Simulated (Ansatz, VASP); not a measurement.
**Sc2AsP2 in VASP and in Ansatz**

```xyz
5
Lattice="0.0000 3.9272 0.0000 3.9272 0.0000 0.0000 1.9636 1.9636 -6.3020" Properties=species:S:1:pos:R:3 pbc="T T T"
As    0.0000    0.0000    0.0000
Sc    1.9636    1.9636   -1.5495
Sc    3.9272    3.9272   -4.7525
P     1.9636    1.9636   -3.9738
P     3.9272    3.9272   -2.3282
```

Alike in both runs: functional r2SCAN; k mesh 7 × 7 × 7; occupations methfessel-paxton of order 1, width 0.247 eV; no spin polarisation.

Ansatz relaxed the structure, and its values are those at the end. VASP's run is a single point on that final structure, the one shown.

|  | VASP | Ansatz |
| --- | --- | --- |
| version | VASP 6.6.1 | Ansatz 0.2.0 |
| potentials or method | VASP PAW PBE potentials, release 64 (As, Sc_sv, P), cutoff 520 eV | PAW plane waves |
| valence electrons in the cell | 37 | 47 |

|  | VASP | Ansatz | Ansatz less VASP |
| --- | --- | --- | --- |
| pressure (GPa) | 0.5 | 0.2 | -0.26 |
| rms of the force components (eV/Å) | 0.011 | 0.001 | -0.0103 |

VASP's potentials were made for PBE, not for r2SCAN. VASP's potentials hold 37 valence electrons a cell and Ansatz's 47, so a difference there can come from the potentials and not from the codes. Ansatz's warnings: stress scf threshold loose.
